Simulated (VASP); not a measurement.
LiF:

```
Li F
1.0
     2.51915   -0.13903   -0.13903
    -0.13903    2.51915   -0.13903
    -0.13903   -0.13903    2.51915
Li F
1 1
Direct
  0.00000 0.00000 0.00000
  0.50000 0.50000 0.50000
```

This cell differs from its parent crystal: epitaxial 111 strain +5.6%.

Base run:

| Quantity | Value |
| --- | --- |
| Program | VASP 6.6.1 |
| Functional | HSE06 |
| Potentials or basis | VASP PAW PBE potentials, release 64 (Li_sv, F) |
| Cutoff | 520 eV |
| k mesh | 8 × 8 × 8 |
| Occupations | gaussian, width 0.01 eV |
| Spin | no spin polarisation |

Its results: band gap on the k mesh 10.39 eV (least direct gap 10.77 eV).

Task: The run is repeated on the same cell with these changes: functional from HSE06 to r2SCAN; k mesh from 8 × 8 × 8 to 10 × 10 × 10. What comes out?

Result: Band gap on the k mesh 9.34 eV (least direct gap 9.72 eV).

Several settings changed at once.

Caveats: the structure was generated, so it needn't be the stable form of LiF.

A k mesh can miss the band edges.
